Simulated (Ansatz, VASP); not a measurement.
## One calculation of Sb, two programs

```
Sb
1.0
     4.06850    0.00000    0.00000
    -2.03425    3.52342    0.00000
     0.00000    0.00000   27.10000
Sb
2
Direct
  0.33333 0.66667 0.25830
  0.66667 0.33333 0.31919
```

Alike in both runs: functional PBE; dispersion D3(BJ); k mesh 12 × 12 × 1; occupations gaussian, width 0.03 eV; no spin polarisation.

Ansatz relaxed the structure, and its values are those at the end. VASP's run is a single point on that final structure, the one shown.

|  | VASP | Ansatz |
| --- | --- | --- |
| version | VASP 6.6.1 | Ansatz 0.2.0 |
| potentials or method | VASP PAW PBE potentials, release 64 (Sb_d_GW), cutoff 400 eV | scalar-relativistic, plane waves, PAW |
| valence electrons in the cell | 30 | 30 |

Ansatz gave:

```
gap on the k mesh at the Fermi level (eV) : 1.18
least direct gap on the mesh (eV)         : 1.67
```

Task: Which values does VASP return?

Result: gap on the k mesh at the Fermi level (eV): 1.18; least direct gap on the mesh (eV): 1.66.

Ansatz's warnings: slab cell height set, structure snapped to symmetry.

Spin-orbit coupling is off throughout.
